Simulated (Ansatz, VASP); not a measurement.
## Two plane-wave programs on Li2S

```
CELL_PARAMETERS angstrom
0.00000 2.84637 2.84637
2.84637 0.00000 2.84637
2.84637 2.84637 0.00000
ATOMIC_POSITIONS crystal
Li 0.25000 0.25000 0.25000
Li 0.75000 0.75000 0.75000
S 0.00000 0.00000 0.00000
```

Alike in both runs: task single point; functional PBEsol; k mesh 8 × 8 × 8; occupations gaussian, width 0.05 eV; no spin polarisation.

```csv
,VASP,Ansatz
version,VASP 6.6.1,Ansatz 0.2.0
potentials or method,"VASP PAW PBE potentials, release 64 (Li_sv, S), cutoff 750 eV","scalar-relativistic, plane waves, PAW"
valence electrons in the cell,12,12
```

Ansatz gave:

| Property | Result |
| --- | --- |
| gap on the k mesh at the Fermi level (eV) | 3.22 |
| least direct gap on the mesh (eV) | 4.11 |
| pressure (GPa) | -0.8 |

Problem. Which values does VASP return?

Solution. gap on the k mesh at the Fermi level (eV): 3.22; least direct gap on the mesh (eV): 4.11; pressure (GPa): -0.9.

VASP's potentials were made for PBE, not for PBEsol. The functional is the same, so the differences come from potentials, cutoffs and numerics.
